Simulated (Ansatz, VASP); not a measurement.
TaSi2: VASP beside Ansatz

The input INCAR:

```
SYSTEM = TaSi2
  PREC = Accurate
  ENCUT = 600
  EDIFF = 1E-7
  ISMEAR = 0
  SIGMA = 0.1
  LREAL = .False.
  LASPH = .True.
  NELM = 80
  ALGO = Normal
  ISIF = 3
  LWAVE = .False.
  LCHARG = .False.
  GGA = PE
  IBRION = 2
  NSW = 100
  EDIFFG = -0.01
```

Contents of KPOINTS:

```
Automatic mesh
0
Gamma
  18 18 8
  0 0 0
```

File POSCAR:

```
TaSi2
1.0
    2.9516506259      0.0000000000      0.0000000000
   -1.4758253130      2.5562044251      0.0000000000
    0.0000000000      0.0000000000      6.1524921706
Ta Si
1 2
Direct
    0.0000000000      0.0000000000      0.0000000000
    0.3333333333      0.6666666667      0.3425559830
    0.6666666667      0.3333333333      0.6574440170
```

Input for Ansatz:

```yaml
crystal:
  lattice:
    - [2.9516505917, 0.0, 0.0]
    - [-1.4758252958, 2.5562043955, 0.0]
    - [0.0, 0.0, 6.1524923372]
  atoms:
    - { symbol: Ta, position: [0.0, 0.0, 0.0] }
    - { symbol: Si, position: [0.3333333333, 0.6666666667, 0.3425559799] }
    - { symbol: Si, position: [0.6666666667, 0.3333333333, 0.6574440201] }
basis:
  ecutwfc: 420
kpoints:
  mp_grid: { grid: [18, 18, 8] }
hamiltonian:
  xc: pbe
scf:
  occupations: { method: gaussian, width: 0.1 }
output:
  forces: true
  stress: true
  eigenvalues: true
  write_density: true
  write_potential: true
  elf: true
  volumetric_format: npy
relax:
  adjacent_minimum: "off"
  f_tol: 0.01
  max_steps: 80
  cell: { stress_tol: 0.05 }
```

Change from the starting cell: species swapped into the MnI2 type (P-3m1, No. 164).

Alike in both runs: task relaxation of cell and atoms; functional PBE; k mesh 18 × 18 × 8; occupations gaussian, width 0.1 eV; no spin polarisation.

|  | VASP | Ansatz |
| --- | --- | --- |
| version | VASP 6.6.1 | Ansatz 0.2.0 |
| potentials or method | VASP PAW PBE potentials, release 64 (Ta_pv, Si), cutoff 600 eV | scalar-relativistic, plane waves, PAW |
| valence electrons in the cell | 19 | 21 |

|  | VASP | Ansatz | Ansatz less VASP |
| --- | --- | --- | --- |
| gap on the k mesh at the Fermi level, each at its own relaxed structure (eV) | none | none | - |
| relaxed volume (Å³/atom) | 15.52 | 15.51 | -0.005 |
| relaxed cell length with the largest relative difference (Å) | 2.952 | 2.951 | -0.0005 |

A gap of «none» marks a metal or a gap that the smearing closes. VASP's potentials hold 19 valence electrons a cell and Ansatz's 21, so a difference there can come from the potentials and not from the codes.

Spin-orbit coupling is off throughout.
